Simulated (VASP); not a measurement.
# WC (Fm-3m) in VASP: a series of runs, part 2 of 2

VASP 6.6.1. The steps go on from the part before.

## (3) Single point, PBEsol (volume scaled by 1.04)

INCAR reads:

```
SYSTEM = WC
PREC     = Accurate       ! precision mode
ENCUT    = 520            ! plane-wave cutoff, eV
EDIFF    = 1E-7           ! SCF threshold, eV
ISMEAR   = -1             ! smearing method
SIGMA    = 0.05           ! smearing width, eV
LREAL    = .False.        ! projectors in reciprocal space
LASPH    = .True.         ! aspherical terms in the spheres
NELM     = 60             ! most SCF steps
ALGO     = Normal         ! electronic algorithm
ISIF     = 2              ! what is computed and relaxed
LWAVE    = .False.        ! write WAVECAR
LCHARG   = .True.         ! write CHGCAR
GGA      = PS             ! functional
LELF     = .True.         ! ELF
LVHAR    = .True.       
NBANDS   = 16             ! bands
```

KPOINTS reads:

```
Automatic mesh
0
Gamma
  10 10 10
  0 0 0
```

POSCAR reads:

```
WC
1.0
    0.0000000000      2.2215384142      2.2215384142
    2.2215384142      0.0000000000      2.2215384142
    2.2215384142      2.2215384142      0.0000000000
W C
1 1
Direct
    0.0000000000      0.0000000000      0.0000000000
    0.5000000000      0.5000000000      0.5000000000
```

Potentials or basis: VASP PAW PBE potentials, release 64 (W_sv, C).

Started as:

```sh
$ cat potpaw_PBE.64/W_sv/POTCAR potpaw_PBE.64/C/POTCAR > POTCAR
$ mpirun -np 1 vasp_std > vasp.out
```

OUTCAR:

```text
SYSTEM = WC
   PREC = Accurate
   ENCUT = 520
   EDIFF = 1E-7
   ISMEAR = -1
   LREAL = .False.
   LASPH = .True.
   NELM = 60
   ISIF = 2
   GGA = PS

 ion  position               nearest neighbor table
   1  0.000  0.000  0.000-   2 2.22   2 2.22   2 2.22   2 2.22   2 2.22   2 2.22
   2  0.500  0.500  0.500-   1 2.22   1 2.22   1 2.22   1 2.22   1 2.22   1 2.22

  LATTYP: Found a face centered cubic cell.
 ALAT       =     4.4430768284

  Lattice vectors:

 A1 = (   0.0000000000,   2.2215384142,   2.2215384142)
 A2 = (   2.2215384142,   0.0000000000,   2.2215384142)
 A3 = (   2.2215384142,   2.2215384142,   0.0000000000)

Analysis of symmetry for initial positions (statically):
=====================================================================
 Subroutine PRICEL returns:
 Original cell was already a primitive cell.

 Routine SETGRP: Setting up the symmetry group for a
 face centered cubic supercell.

 Subroutine GETGRP returns: Found 48 space group operations
 (whereof 48 operations were pure point group operations)
 out of a pool of 48 trial point group operations.

The static configuration has the point symmetry O_h .

Analysis of symmetry for dynamics (positions and initial velocities):
=====================================================================
 Subroutine PRICEL returns:
 Original cell was already a primitive cell.

 Routine SETGRP: Setting up the symmetry group for a
 face centered cubic supercell.

 Subroutine GETGRP returns: Found 48 space group operations
 (whereof 48 operations were pure point group operations)
 out of a pool of 48 trial point group operations.

The dynamic configuration has the point symmetry O_h .

 Subroutine INISYM returns: Found 48 space group operations
 (whereof 48 operations are pure point group operations),
 and found     1 'primitive' translations

----------------------------------------------------------------------------------------

                                     Primitive cell

  volume of cell :      21.9276

  direct lattice vectors                    reciprocal lattice vectors
     0.000000000  2.221538414  2.221538414    -0.225069257  0.225069257  0.225069257
     2.221538414  0.000000000  2.221538414     0.225069257 -0.225069257  0.225069257
     2.221538414  2.221538414  0.000000000     0.225069257  0.225069257 -0.225069257

  length of vectors
     3.141729755  3.141729755  3.141729755     0.389831388  0.389831388  0.389831388

  position of ions in fractional coordinates (direct lattice)
     0.000000000  0.000000000  0.000000000
     0.500000000  0.500000000  0.500000000

  ion indices of the primitive-cell ions
   primitive index   ion index
                 1           1
                 2           2

----------------------------------------------------------------------------------------

 KPOINTS: Automatic mesh

Automatic generation of k-mesh.
 Grid dimensions read from file:
 generate k-points for:   10   10   10

 Generating k-lattice:

  Cartesian coordinates                     Fractional coordinates (reciprocal lattice)
    -0.022506926  0.022506926  0.022506926     0.100000000  0.000000000  0.000000000
     0.022506926 -0.022506926  0.022506926     0.000000000  0.100000000  0.000000000
     0.022506926  0.022506926 -0.022506926     0.000000000  0.000000000  0.100000000

  Length of vectors
     0.038983139  0.038983139  0.038983139

  Shift w.r.t. Gamma in fractional coordinates (k-lattice)
     0.000000000  0.000000000  0.000000000

 Subroutine IBZKPT returns following result:
 ===========================================

 Found     47 irreducible k-points:

 Following reciprocal coordinates:
            Coordinates               Weight
  0.000000  0.000000  0.000000      1.000000
  0.100000  0.000000  0.000000      8.000000
  0.200000  0.000000  0.000000      8.000000
  0.300000  0.000000  0.000000      8.000000
  0.400000  0.000000  0.000000      8.000000
  0.500000  0.000000  0.000000      4.000000
[... 16 lines left out ...]
  0.300000  0.300000  0.000000      6.000000
  0.400000  0.300000  0.000000     24.000000
 [... further k-points ...]
   k-points           NKPTS =     47   k-points in BZ     NKDIM =     47   number of bands    NBANDS=     16
   number of dos      NEDOS =    301   number of ions     NIONS =      2
   total plane-waves  NPLWV =  13824
   dimension x,y,z NGX =    24 NGY =   24 NGZ =   24
   dimension x,y,z NGXF=    48 NGYF=   48 NGZF=   48
   ions per type =               1   1
   NGX,Y,Z   is equivalent  to a cutoff of  12.70, 12.70, 12.70 a.u.
   NGXF,Y,Z  is equivalent  to a cutoff of  25.40, 25.40, 25.40 a.u.
 SYSTEM =  WC
   PREC   = accura    normal or accurate (medium, high low for compatibility)
   ISTART =      0    job   : 0-new  1-cont  2-samecut
   ICHARG =      2    charge: 1-file 2-atom 10-const
   ISPIN  =      1    spin polarized calculation?
   LNONCOLLINEAR =      F non collinear calculations
   LSORBIT =      F    spin-orbit coupling
   LASPH  =      T    aspherical Exc in radial PAW
   ENCUT  =  520.0 eV  38.22 Ry    6.18 a.u.   5.84  5.84  5.84*2*pi/ulx,y,z
   NELM   =     60;   NELMIN=  2; NELMDL= -5     # of ELM steps
   EDIFF  = 0.1E-06   stopping-criterion for ELM
   LREAL  =      F    real-space projection
   EDIFFG = 0.1E-05   stopping-criterion for IOM
   NSW    =      0    number of steps for IOM
   IBRION =     -1    ionic relax: 0-MD 1-quasi-New 2-CG
   NFREE  =      0    steps in history (QN), initial steepest desc. (CG)
   ISIF   =      2    stress and relaxation
   ISYM   =      2    0-nonsym 1-usesym 2-fastsym
   POTIM  = 0.5000    time-step for ionic-motion
   TEBEG  =    0.0;   TEEND  =   0.0 temperature during run
   PSTRESS=    0.0 pullay stress
   NELECT =      18.0000    total number of electrons
   NUPDOWN=      -1.0000    fix difference up-down
   EMIN   =  10.00;   EMAX   =-10.00  energy-range for DOS
   EFERMI =   0.00;   METHOD = LEGACY
   ISMEAR =    -1;   SIGMA  =   0.05  broadening in eV -4-tet -1-fermi 0-gaus
   EFERMI_NEDOS =   21; number of points for ismear=-14 and -15
   IALGO  =     38    algorithm
   IMIX   =      4    mixing-type and parameters
     AMIX     =   0.40;   BMIX     =  1.00
     AMIX_MAG =   1.60;   BMIX_MAG =  1.00
  volume/ion in A,a.u.               =      10.96        73.99
  Fermi-wavevector in a.u.,A,eV,Ry     =   1.532858  2.896681 31.968966  2.349653
  Thomas-Fermi vector in A             =   2.640005
   LORBIT       =      0    0 simple, 1 ext, 2 COOP (PROOUT), +10 PAW based schemes
   GGA     = PS    functional components
   LHFCALC =     F    Hartree Fock is set to
   AEXX    =    0.0000 exact exchange contribution
   IVDW    =     0    specifies the selected vdW correction
   LEPSILON=     F    determine dielectric tensor
   LRPA    =     F    only Hartree local field effects (RPA)
 non-spin polarized calculation
  energy-cutoff  :      520.00
  volume of cell :       21.93
 maximum number of plane-waves:       609
   NGX = 11   NGY = 11   NGZ = 11

 number of electron      18.0000003 magnetization

 Free energy of the ion-electron system (eV)
  ---------------------------------------------------
  ext. energy  EPLUGINS =         0.00000000
  ---------------------------------------------------
  free energy    TOTEN  =       -22.91747235 eV

  energy without entropy =      -22.91084646  energy(sigma->0) =      -22.91415940

 E-fermi :  11.7025     XC(G=0): -13.6257

 val. band max:       11.5957745764   @ k =   0.3000   0.2000   0.1000
 cond. band min:      11.7539398393   @ k =  -0.3000   0.3000   0.1000
 fundamental gap:      0.1581652629
 Fermi energy:        11.7025061893

 k-point     1 :       0.0000    0.0000    0.0000
  band No.  band energies     occupation
      1     -63.7357      2.00000
      2     -27.7336      2.00000
      3     -27.7336      2.00000
      4     -27.7336      2.00000
      5      -3.7740      2.00000
      6       9.0444      2.00000
[... 8 lines left out ...]
     15      21.3288      0.00000
     16      34.1963      0.00000

 k-point     2 :       0.1000    0.0000    0.0000
  band No.  band energies     occupation
      1     -63.7327      2.00000
      2     -27.7839      2.00000
      3     -27.7391      2.00000
      4     -27.7391      2.00000
      5      -3.5080      2.00000
      6       8.1676      2.00000
[... 8 lines left out ...]
     15      21.9379      0.00000
     16      31.6275      0.00000
[... 387 lines left out ...]
      5      -1.7085      2.00000
      6       4.7178      2.00000
[... 8 lines left out ...]
     15      23.7380      0.00000
     16      26.7964      0.00000

 k-point    24 :       0.4000    0.3000    0.0000
  band No.  band energies     occupation
      1     -63.7030      2.00000
      2     -28.1061      2.00000
      3     -27.8873      2.00000
      4     -27.8720      2.00000
      5      -1.3782      2.00000
      6       4.8130      2.00000
[... 8 lines left out ...]
     15      23.0564      0.00000
     16      26.6354      0.00000

 [... further k-points ...]
[... 5 lines left out ...]
  --------------------------------------------------------------------------------------
  -------------------------------------------------------------------------------------
  Total       -2.9858778     -2.9858778     -2.9858778      0.0000000      0.0000000      0.0000000
  in kB     -218.1680420   -218.1680420   -218.1680420      0.0000000      0.0000000      0.0000000
  external PRESSURE =    -218.1680420 kB  Pullay stress =       0.0000000 kB

 VOLUME and BASIS-vectors are now :
 -----------------------------------------------------------------------------
  energy-cutoff  :      520.00
  volume of cell :       21.93
      direct lattice vectors                 reciprocal lattice vectors
     0.000000000  2.221538414  2.221538414    -0.225069257  0.225069257  0.225069257
     2.221538414  0.000000000  2.221538414     0.225069257 -0.225069257  0.225069257
     2.221538414  2.221538414  0.000000000     0.225069257  0.225069257 -0.225069257

 POSITION                                       TOTAL-FORCE (eV/Angst)
 -----------------------------------------------------------------------------------
      0.00000      0.00000      0.00000         0.000000      0.000000      0.000000
      2.22154      2.22154      2.22154        -0.000000     -0.000000     -0.000000
 -----------------------------------------------------------------------------------
    total drift:                                0.000000     -0.000000     -0.000000

  FREE ENERGIE OF THE ION-ELECTRON SYSTEM (eV)
  ---------------------------------------------------
  free  energy   TOTEN  =       -22.9174723465 eV

  energy  without entropy=      -22.9108464586  energy(sigma->0) =      -22.91415940
```

Wall time 10 s (1 thread of Intel Xeon Platinum 8259CL at 2.50GHz (Skylake/Cascade Lake), shared host); peak memory 0.14 GiB.

What came out:

```
Free energy            : -22.9175 eV
Pressure               : -21.8 GPa
Band gap on the k mesh : zero (band 9 reaches 12.63 eV, above the bottom of band 10 at 9.63 eV)
```

Levels at points of the mesh, in eV from the Fermi level:
| k point | band 6 | band 7 | band 8 | band 9 | band 10 | band 11 | band 12 | band 13 |
| --- | --- | --- | --- | --- | --- | --- | --- | --- |
| (0.00, 0.00, 0.00) | -2.66 | -2.66 | -2.66 | -1.00 | -1.00 | -1.00 | -0.98 | -0.98 |
| (0.50, 0.00, 0.00) | -9.51 | -6.34 | -6.34 | 0.93 | 0.93 | 2.14 | 4.80 | 8.36 |
| (0.50, 0.50, 0.00) | -5.53 | -5.52 | -2.45 | -2.45 | 0.73 | 2.08 | 2.08 | 5.00 |

Caveat: the cell differs from its parent crystal (volume scaled by 1.04); the PAW data sets were made with another functional, which shifts forces and pressure a little; spin-orbit coupling is left out, which moves the levels of the heavy elements.

## (4) Single point, LDA (volume scaled by 1.06)

INCAR reads:

```
ALGO = Normal
EDIFF = 1E-7
ENCUT = 520
GGA = CA
ISIF = 2
ISMEAR = -1
LASPH = True
LCHARG = True
LELF = True
LREAL = False
LVHAR = True
LWAVE = False
NBANDS = 16
NELM = 60
PREC = Accurate
SIGMA = 0.05
```

KPOINTS reads:

```
k-points
0
Gamma
  10 10 10
```

POSCAR reads:

```
WC
1.0
    0.0000000000      2.2356887219      2.2356887219
    2.2356887219      0.0000000000      2.2356887219
    2.2356887219      2.2356887219      0.0000000000
W C
1 1
Direct
    0.0000000000      0.0000000000      0.0000000000
    0.5000000000      0.5000000000      0.5000000000
```

Potentials or basis: VASP PAW LDA potentials, release 64 (W_sv, C).

Started as:

```sh
$ cat potpaw_LDA.64/W_sv/POTCAR potpaw_LDA.64/C/POTCAR > POTCAR
$ mpirun -np 1 vasp_std > vasp.out
```

It took 8.7 s on 1 thread of Intel Xeon Platinum 8259CL at 2.50GHz (Skylake/Cascade Lake), shared host; peak memory 0.14 GiB.

Results (log left out):

| Property | Result |
| --- | --- |
| Free energy | -23.6090 eV |
| Pressure | -31.5 GPa |
| Band gap on the k mesh | zero (band 9 reaches 12.30 eV, above the bottom of band 10 at 9.42 eV) |

Levels at points of the mesh, in eV from the Fermi level:
| k point | band 7 | band 8 | band 9 | band 10 | band 11 | band 12 |
| --- | --- | --- | --- | --- | --- | --- |
| (0.00, 0.00, 0.00) | -2.58 | -2.58 | -0.96 | -0.96 | -0.94 | -0.94 |
| (0.50, 0.00, 0.00) | -6.18 | -6.18 | 0.88 | 0.88 | 2.06 | 4.92 |
| (0.50, 0.50, 0.00) | -5.35 | -2.36 | -2.36 | 0.70 | 1.99 | 1.99 |

Caveat: the cell differs from its parent crystal (volume scaled by 1.06); spin-orbit coupling is left out, which moves the levels of the heavy elements.

## (5) Single point, PBEsol+D3(BJ)

This run uses another cell than the first one, of 10.07 Å³/atom, 0.936 times its volume.

INCAR reads:

```
PREC     = Accurate       # precision mode
ENCUT    = 520            # plane-wave cutoff, eV
EDIFF    = 1E-6           # SCF threshold, eV
ISMEAR   = -1             # smearing method
SIGMA    = 0.05           # smearing width, eV
LREAL    = F              # projectors in reciprocal space
LASPH    = T              # aspherical terms in the spheres
NELM     = 60             # most SCF steps
ALGO     = Normal         # electronic algorithm
ISIF     = 2              # what is computed and relaxed
LWAVE    = F              # write WAVECAR
LCHARG   = T              # write CHGCAR
GGA      = PS             # functional
IVDW     = 12             # dispersion correction
LELF     = T              # ELF
LVHAR    = T            
NBANDS   = 16             # bands
```

KPOINTS reads:

```
regular mesh
0
Gamma
  10 10 10
```

POSCAR reads:

```
WC
1.0
    0.0000000000      2.1592042556      2.1592042556
    2.1592042556      0.0000000000      2.1592042556
    2.1592042556      2.1592042556      0.0000000000
W C
1 1
Direct
    0.0000000000      0.0000000000      0.0000000000
    0.5000000000      0.5000000000      0.5000000000
```

Potentials or basis: VASP PAW PBE potentials, release 64 (W_sv, C).

Started as:

```sh
$ cat potpaw_PBE.64/W_sv/POTCAR potpaw_PBE.64/C/POTCAR > POTCAR
$ mpirun -np 1 vasp_std > vasp.out
```

It took 7.4 s on 1 thread of AMD EPYC 9R45 (Zen 5), shared host; peak memory 0.13 GiB.

Results (log left out):

```
Free energy                : -23.9304 eV
Pressure                   : 1.2 GPa
Band gap on the k mesh     : zero (band 9 reaches 14.12 eV, above the bottom of band 10 at 10.70 eV)
Dispersion energy per atom : -0.464 eV
```

Levels at points of the mesh, in eV from the Fermi level:
```csv
k point,band 7,band 8,band 9,band 10,band 11,band 12
"(0.00, 0.00, 0.00)",-2.99,-2.99,-1.18,-1.18,-1.18,-1.07
"(0.50, 0.00, 0.00)",-6.97,-6.97,1.09,1.09,2.47,4.91
"(0.50, 0.50, 0.00)",-5.75,-2.61,-2.61,0.88,2.42,2.42
```

Caveat: the PAW data sets were made with another functional, which shifts forces and pressure a little; spin-orbit coupling is left out, which moves the levels of the heavy elements; pairwise dispersion overbinds metals, which lowers pressure and volume.

## (6) Summary

| level | potentials or basis | cell | gap on the mesh (eV) | pressure (GPa) |
| --- | --- | --- | --- | --- |
| PBEsol | VASP PAW PBE potentials, release 64 (W_sv, C) | a = 3.121 Å, angles 60.0°, 2 atoms | none | -15.9 |
| PBEsol | VASP PAW PBE potentials, release 64 (W_sv, C) | a = 3.142 Å, angles 60.0°, 2 atoms | none | -21.8 |
| LDA | VASP PAW LDA potentials, release 64 (W_sv, C) | a = 3.162 Å, angles 60.0°, 2 atoms | none | -31.5 |
| PBEsol+D3(BJ) | VASP PAW PBE potentials, release 64 (W_sv, C) | a = 3.054 Å, angles 60.0°, 2 atoms | none | 1.2 |

Alike in all rows: task single point; no spin polarisation; k mesh 10 × 10 × 10; cutoff (eV) 520; smearing fermi-dirac 0.05 eV.

Caveats: spin-orbit coupling is left out, which moves the levels of the heavy elements; the PAW data sets were made with another functional, which shifts forces and pressure a little (some runs); pairwise dispersion overbinds metals, which lowers pressure and volume (some runs).

Total energies depend on the potentials used, so only differences within one code and one set of settings carry meaning.
